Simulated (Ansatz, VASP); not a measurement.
## Os: VASP beside Ansatz

```
Os
1.0
     2.73410    0.00000    0.00000
    -1.36705    2.36780    0.00000
     0.00000    0.00000    4.31970
Os
2
Direct
  0.66667 0.33333 0.75000
  0.33333 0.66667 0.25000
```

Alike in both runs: functional PBEsol; k mesh 8 × 8 × 5; occupations fermi-dirac, width 0.05 eV; non-collinear spin, spin-orbit coupling.

|  | VASP | Ansatz |
| --- | --- | --- |
| version | VASP 6.6.1 | Ansatz 0.2.0 |
| potentials or method | VASP PAW PBE potentials, release 64 (Os), cutoff 520 eV | all-electron LAPW, relativistic spinors |
| task | single point | band structure |

VASP gave:

```
pressure (GPa)                                                : -2.6
traceless stress, the component that is largest in VASP (GPa) : -0.49
net moment per atom (μB)                                      : 0.00
```

Problem. Estimate Ansatz's values.

Solution. Pressure (GPa): -3.0; traceless stress, the component that is largest in VASP (GPa): -0.39; net moment per atom (μB): 0.00.

VASP's potentials were made for PBE, not for PBEsol. Ansatz ran all-electron here, and VASP with PAW potentials.

Noted on Ansatz's run: the k mesh is thin for a metal, which can move the energy by tens of meV per atom.
